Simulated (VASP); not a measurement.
Si6O11 (a cell with a defect): single point with PBE+D3(BJ)

The system is Si6O11 (a cell with a defect).

```
Si O
1.0
    -2.45739    4.25633    0.00000
     0.00000    0.00000    5.42103
     7.37217    4.25633    0.00000
Si O
6 11
Direct
  0.76698 0.66667 0.23302
  0.26698 0.66667 0.73302
  0.96604 0.33333 0.50000
  0.46604 0.33333 0.00000
  0.26698 0.00000 0.26698
  0.76698 0.00000 0.76698
  0.27300 0.22034 0.13704
  0.77300 0.22034 0.63704
  0.06906 0.88700 0.79498
  0.65793 0.55367 0.06798
  0.15793 0.55367 0.56798
  0.06906 0.77966 0.20502
  0.56906 0.77966 0.70502
  0.14749 0.15141 0.39588
  0.65793 0.11300 0.93202
  0.77300 0.44633 0.36296
  0.27300 0.44633 0.86296
```

This cell differs from its parent crystal: atom 14 moved 0.000 of the way to it and -0.375 Å across, host rigid.

```yaml
Program: VASP 6.6.1
Task: single point
Functional: PBE
Dispersion: D3(BJ)
Potentials_or_basis: VASP PAW PBE potentials, release 64 (Si, O)
Cutoff: 520 eV
k_mesh: 4 × 4 × 2
Occupations: gaussian, width 0.05 eV
Spin: no spin polarisation
Dipole_correction: no
Charge: 2
Further_INCAR_settings: LREAL = Auto; ALGO = Normal; EDIFF = 1e-06; NBANDS = 59; NELECT = 88.0
```

```json
{
 "Largest force": "4.911 eV/Å",
 "Dispersion energy per atom": "-0.142 eV"
}
```

Forces in eV/Å, atoms in the order of the input:
```
Si  -1.051  0.446 -2.574
Si   0.104 -0.135 -0.226
Si   1.548  0.786  1.449
Si  -0.925 -0.935 -0.581
Si  -3.632 -2.266 -0.759
Si   0.052  0.162 -0.002
O   -0.998  0.601 -0.677
O   -0.689 -0.044 -0.164
O   -0.014  0.138  0.043
O    0.602  0.705  1.338
O   -0.203 -0.166 -0.135
O    0.180  0.290  0.238
O   -0.186  0.013  0.095
O    4.585  1.708  0.416
O    0.424  0.189  0.246
O   -0.031 -1.614  1.353
O    0.234  0.121 -0.060
```

Levels at points of the mesh, in eV from the Fermi level:
```
           k point  band 40  band 41  band 42  band 43  band 44  band 45  band 46  band 47  band 48  band 49
(0.00, 0.00, 0.00)    -0.84    -0.70    -0.56    -0.35    -0.18    -0.03     4.69     6.50     6.86     7.31
(0.50, 0.00, 0.00)    -0.74    -0.58    -0.51    -0.04    -0.02     0.66     3.59     6.78     6.92     8.31
(0.00, 0.50, 0.00)    -0.91    -0.83    -0.28    -0.25    -0.01     0.08     4.23     7.01     7.22     8.46
(0.50, 0.50, 0.00)    -0.73    -0.57    -0.49    -0.48    -0.36     0.42     3.89     6.63     7.20     8.71
(0.00, 0.00, 0.50)    -0.77    -0.72    -0.51    -0.32    -0.17    -0.02     4.68     6.25     7.26     7.81
(0.50, 0.00, 0.50)    -0.78    -0.52    -0.47    -0.04    -0.04     0.66     3.61     6.67     6.90     8.26
(0.00, 0.50, 0.50)    -0.90    -0.71    -0.44    -0.30    -0.03     0.12     4.24     7.09     7.25     8.40
(0.50, 0.50, 0.50)    -0.78    -0.58    -0.52    -0.28    -0.26     0.37     3.88     6.66     7.19     8.72
```

Run time: 4.3 min on 1 thread of Intel(R) Xeon(R) 6975P-C (Granite Rapids), with other jobs on the host, peak memory 0.37 GiB.

Caveat: the k points lie up to 0.37 Å⁻¹ apart; the cell carries a net charge on a neutralising background, which shifts energy and pressure; the cell differs from its parent crystal (atom 14 moved 0.000 of the way to it and -0.375 Å across, host rigid); the cell is charged against a uniform background, so pressure and absolute levels hang on convention.
